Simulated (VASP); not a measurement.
A run of VASP 6.6.1 is set up as follows.

File INCAR:

```
SYSTEM = Ga2I
PREC = Accurate ; ENCUT = 520
EDIFF = 1E-6 ; ISMEAR = 0
SIGMA = 0.1 ; LREAL = .FALSE.
LASPH = .TRUE. ; NELM = 60
ALGO = Fast ; ISIF = 2
LWAVE = .FALSE. ; LCHARG = .FALSE.
GGA = PE ; NBANDS = 42
```

The input KPOINTS:

```
regular mesh
0
G
  8 8 8
  0 0 0
```

POSCAR

```
Ga2I
1.0
    0.0000000000      4.3495263724      4.3495263724
    4.3495263724      0.0000000000      4.3495263724
    4.3495263724      4.3495263724      0.0000000000
Ga I
4 2
Direct
    0.6250000000      0.6250000000      0.6250000000
    0.1250000000      0.6250000000      0.6250000000
    0.6250000000      0.6250000000      0.1250000000
    0.6250000000      0.1250000000      0.6250000000
    0.0000000000      0.0000000000      0.0000000000
    0.2500000000      0.2500000000      0.2500000000
```

Potentials or basis: VASP PAW PBE potentials, release 64 (Ga_d, I).

Launch:

```sh
$ cat potpaw_PBE.64/Ga_d/POTCAR potpaw_PBE.64/I/POTCAR > POTCAR
$ mpirun -np 1 vasp_std > vasp.out
```

(1) Estimate the band gap on the k mesh.

(2) Predict the pressure.

Results:

(1) zero (bands 33 and 34 overlap by 1.05 eV).

(2) 0.0 GPa.

Caveat: spin-orbit coupling is left out, which moves the levels of the heavy elements.
